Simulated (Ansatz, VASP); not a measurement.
**Two plane-wave programs on Ir**

Contents of INCAR:

```
ALGO = Normal
EDIFF = 1E-6
ENCUT = 520
GGA = PS
ISIF = 2
ISMEAR = 0
LASPH = T
LCHARG = F
LREAL = F
LWAVE = F
NBANDS = 10
NELM = 60
PREC = Accurate
SIGMA = 0.15
```

File KPOINTS:

```
k-points
0
Gamma
  22 22 22
```

Contents of POSCAR:

```
Ir
1.0
    0.0000000000      1.9676925000      1.9197000000
    1.9676925000      0.0000000000      1.9197000000
    1.9676925000      1.9676925000      0.0000000000
Ir
1
Direct
    0.0000000000      0.0000000000      0.0000000000
```

Input for Ansatz:

```yaml
crystal:
  lattice:
    - [0.0, 1.9676925, 1.9197]
    - [1.9676925, 0.0, 1.9197]
    - [1.9676925, 1.9676925, 0.0]
  atoms:
    - { symbol: Ir, position: [0.0, 0.0, 0.0] }
basis:
  ecutwfc: 420
kpoints:
  mp_grid: { grid: [22, 22, 22] }
hamiltonian:
  xc: pbesol
scf:
  occupations: { method: gaussian, width: 0.15 }
output:
  forces: true
  stress: true
  eigenvalues: true
```

Change from the starting cell: strain +0.025 along x and y, +0.000 along z, atoms carried along.

Alike in both runs: task single point; functional PBEsol; k mesh 22 × 22 × 22; occupations gaussian, width 0.15 eV; no spin polarisation.

|  | VASP | Ansatz |
| --- | --- | --- |
| version | VASP 6.6.1 | Ansatz 0.2.0 |
| potentials or method | VASP PAW PBE potentials, release 64 (Ir), cutoff 520 eV | scalar-relativistic, plane waves, PAW |
| valence electrons in the cell | 9 | 17 |

Ansatz gave:

| Property | Result |
| --- | --- |
| gap on the k mesh at the Fermi level (eV) | none |
| pressure (GPa) | -18.7 |
| traceless stress, the component that is largest in VASP (GPa) | 5.26 |

Question: Estimate VASP's values.

Answer: gap on the k mesh at the Fermi level (eV): none; pressure (GPa): -18.1; traceless stress, the component that is largest in VASP (GPa): 5.24.

VASP's potentials were made for PBE, not for PBEsol. A gap of «none» marks a metal or a gap that the smearing closes. VASP's potentials hold 9 valence electrons a cell and Ansatz's 17, so a difference there can come from the potentials and not from the codes.

Neither program's run includes spin-orbit coupling.
